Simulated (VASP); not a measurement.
**TiC (Khamrabaevite): single point with PBE**

TiC (Khamrabaevite):

```
Ti C
1.0
     0.00000    2.17833    2.17833
     2.17833    0.00000    2.17833
     2.17833    2.17833    0.00000
Ti C
1 1
Direct
  0.00000 0.00000 0.00000
  0.50000 0.50000 0.50000
```

This cell differs from its parent crystal: volume scaled by 1.02, then relaxed in part.

```
Program                : VASP 6.6.1
Task                   : single point
Functional             : PBE
Potentials or basis    : VASP PAW PBE potentials, release 64 (Ti_sv, C)
Cutoff                 : 520 eV
k mesh                 : 18 × 18 × 18
Occupations            : fermi-dirac, width 0.05 eV
Spin                   : no spin polarisation
Dipole correction      : no
Further INCAR settings : ALGO = Normal; EDIFF = 1e-06; NBANDS = 15
```

* Pressure: -3.8 GPa
* Band gap on the k mesh: zero (band 8 reaches 9.90 eV, above the bottom of band 9 at 8.80 eV)

Levels at points of the mesh, in eV from the Fermi level:
```csv
k point,band 4,band 5,band 6,band 7,band 8,band 9,band 10,band 11,band 12,band 13
"(0.00, 0.00, 0.00)",-32.68,-12.32,0.68,0.68,0.68,1.65,1.65,1.65,1.67,1.67
"(0.50, 0.00, 0.00)",-32.73,-8.93,-5.76,-2.85,-2.85,2.84,2.84,3.99,7.98,7.98
"(0.50, 0.50, 0.00)",-32.84,-10.05,-3.42,-1.57,-0.06,-0.06,2.63,3.42,3.42,5.62
```

It took 36 s on 1 thread of Intel Xeon 6975P-C, with other jobs on the host, peak memory 0.18 GiB.
